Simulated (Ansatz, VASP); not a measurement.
## One calculation of LiF, two programs

```
Li F
1.0
     0.00000    1.99202    1.99202
     1.99202    0.00000    1.99202
     1.99202    1.99202    0.00000
Li F
1 1
Cartesian
  0.0000 0.0000 0.0000
  1.9920 1.9920 1.9920
```

Alike in both runs: task single point; functional PBE; k mesh 10 × 10 × 10; occupations gaussian, width 0.02 eV; no spin polarisation.

|  | VASP | Ansatz |
| --- | --- | --- |
| version | VASP 6.6.1 | Ansatz 0.2.0 |
| potentials or method | VASP PAW PBE potentials, release 64 (Li_sv, F), cutoff 520 eV | scalar-relativistic, plane waves, PAW |
| valence electrons in the cell | 10 | 10 |

```csv
,VASP,Ansatz,Ansatz less VASP
gap on the k mesh at the Fermi level (eV),9.39,9.39,-0.003
least direct gap on the mesh (eV),9.39,9.39,-0.003
```

Noted on VASP's run: the cutoff is short for stress, so the pressure is rough.
